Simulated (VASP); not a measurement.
A run of VASP 6.6.1 is set up as follows.

INCAR

```
PREC = Accurate ; ENCUT = 520
EDIFF = 1E-6 ; ISMEAR = -1
SIGMA = 0.05 ; LREAL = F
LASPH = T ; NELM = 80
ALGO = Normal ; ISIF = 2
LWAVE = F ; LCHARG = T
GGA = PE ; LELF = T
LVHAR = T ; NBANDS = 13
```

File KPOINTS:

```
regular mesh
0
Gamma
  12 12 12
```

The input POSCAR:

```
Ge
1.0
   -1.5755858890      1.5755858890      1.8349411071
    1.5755858890     -1.5755858890      1.8349411071
    1.5755858890      1.5755858890     -1.8349411071
Ge
1
Direct
    0.5000000000      0.5000000000      0.0000000000
```

Potentials or basis: VASP PAW PBE potentials, release 64 (Ge_d).

Run with:

```console
$ cat potpaw_PBE.64/Ge_d/POTCAR > POTCAR
$ mpirun -np 1 vasp_std > vasp.out
```

**Question.** What does it give for the band gap on the k mesh?

**Answer.** Zero (band 7 reaches 16.38 eV, above the bottom of band 8 at 4.24 eV).

**Question.** What does it give for the pressure?

**Answer.** 4.8 GPa.

Stress tensor (GPa, compression positive):
```
4.87 0.00 0.00
0.00 4.87 0.00
0.00 0.00 4.78
```
